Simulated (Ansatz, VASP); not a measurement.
# CdS: VASP beside Ansatz

File INCAR:

```
ALGO = Normal
EDIFF = 1E-6
ENCUT = 520
GGA = PE
ISIF = 2
ISMEAR = -1
LASPH = True
LCHARG = True
LELF = True
LREAL = False
LVHAR = True
LWAVE = False
NBANDS = 16
NELM = 100
PREC = Accurate
SIGMA = 0.02
```

Contents of KPOINTS:

```
k-points
0
Gamma
  7 7 7
```

The input POSCAR:

```
CdS
1.0
    0.0000000000      2.9232015042      2.9232015042
    2.9232015042      0.0000000000      2.9232015042
    2.9232015042      2.9232015042      0.0000000000
Cd S
1 1
Direct
    0.0000000000      0.0000000000      0.0000000000
    0.7500000000      0.7500000000      0.7500000000
```

Input for Ansatz:

```yaml
crystal:
  lattice:
    - [0.0, 2.9232015042, 2.9232015042]
    - [2.9232015042, 0.0, 2.9232015042]
    - [2.9232015042, 2.9232015042, 0.0]
  atoms:
    - { symbol: Cd, position: [0.0, 0.0, 0.0] }
    - { symbol: S, position: [0.75, 0.75, 0.75] }
kpoints:
  mp_grid: { grid: [7, 7, 7] }
  band_path:
    path:
      - [0.0, 0.0, 0.0]
      - [-0.5, -0.5, 0.0]
      - [-0.375, -0.375, 0.25]
      - [-0.375, 0.0, 0.375]
      - [0.0, 0.0, 0.0]
      - [0.0, 0.0, 0.5]
      - [-0.5, -0.25, 0.25]
      - [-0.5, -0.5, 0.0]
    npoints: 5
scf:
  occupations: { method: fermi_dirac, width: 0.02 }
hamiltonian:
  xc: pbe
  pseudopotentials: { kind: all_electron, lapw: { basis_error: 0.0005 } }
output:
  forces: true
  stress: true
  eigenvalues: true
```

Change from the starting cell: volume scaled by 0.98.

Alike in both runs: task single point; functional PBE; k mesh 7 × 7 × 7; occupations fermi-dirac, width 0.02 eV; no spin polarisation.

|  | VASP | Ansatz |
| --- | --- | --- |
| version | VASP 6.6.1 | Ansatz 0.2.0 |
| potentials or method | VASP PAW PBE potentials, release 64 (Cd, S), cutoff 520 eV | all-electron LAPW, scalar-relativistic |

VASP gave:

| Property | Result |
| --- | --- |
| gap on the k mesh at the Fermi level (eV) | 1.13 |
| pressure (GPa) | 2.7 |

Problem. Which values does Ansatz return?

Solution. gap on the k mesh at the Fermi level (eV): 1.13; pressure (GPa): 2.4.

Ansatz ran all-electron here, and VASP with PAW potentials.
